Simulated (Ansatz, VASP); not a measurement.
This is a calculation of FeO for Ansatz 0.2.0.

Contents of input.yaml:

```yaml
crystal:
  lattice:
    - [-1.602103413, 1.602103413, 2.08339225]
    - [1.602103413, -1.602103413, 2.08339225]
    - [1.602103413, 1.602103413, -2.08339225]
  atoms:
    - { symbol: Fe, position: [0.0, 0.0, 0.0], spin: 0.8 }
    - { symbol: O, position: [0.5, 0.5, 0.0] }
hamiltonian:
  xc: pbesol
  pseudopotentials: { kind: paw }
magnetization:
  spin_polarized: true
  initial_magnetization: 0.8
  spin_locking: { lock_magnetization: hard }
kpoints:
  mp_grid: { grid: [10, 10, 10] }
scf:
  occupations: { method: fermi_dirac, width: 0.05 }
  lower_state_search: "off"
output:
  forces: true
  stress: true
  eigenvalues: true
```

Potentials or basis: Ansatz PAW.

The run is started by

```sh
$ ansatz run input.yaml --threads 2 --pin off --max-ram 5632MiB --backend cpu --events-out ev --progress --plain --runs-dir out
```

Problem. Translate it to VASP 6.6.1. Potentials there: VASP PAW PBE potentials, release 64 (Fe, O).

Solution. As run (the cutoff follows the program's own potentials):

INCAR

```
PREC = Accurate ; ENCUT = 520
EDIFF = 1E-6 ; ISMEAR = -1
SIGMA = 0.05 ; LREAL = False
LASPH = True ; NELM = 150
ALGO = Normal ; ISIF = 2
LWAVE = False ; LCHARG = False
ISPIN = 2 ; MAGMOM = 0.8 0
LORBIT = 11 ; NUPDOWN = 0.8
LMAXMIX = 4 ; GGA = PS
NBANDS = 18
```

KPOINTS

```
Automatic mesh
0
Gamma
  10 10 10
```

POSCAR

```
FeO
1.0
   -1.6021034130      1.6021034130      2.0833922500
    1.6021034130     -1.6021034130      2.0833922500
    1.6021034130      1.6021034130     -2.0833922500
Fe O
1 1
Direct
    0.0000000000      0.0000000000      0.0000000000
    0.5000000000      0.5000000000      0.0000000000
```

Potentials or basis: VASP PAW PBE potentials, release 64 (Fe, O).

Launch:

```sh
$ cat potpaw_PBE.64/Fe/POTCAR potpaw_PBE.64/O/POTCAR > POTCAR
$ mpirun -np 1 vasp_std > vasp.out
```

Both were run:

|  | VASP | Ansatz | Ansatz less VASP |
| --- | --- | --- | --- |
| net moment per atom (μB) | 0.40 | 0.40 | 0.000 |
| size of the moment on the site where the two differ most (μB) | 0.79 | 0.74 | -0.047 |

VASP's potentials were made for PBE, not for PBEsol. Site moments also hang on the region over which each program counts them. VASP's potentials hold 14 valence electrons a cell and Ansatz's 22, so a difference there can come from the potentials and not from the codes.
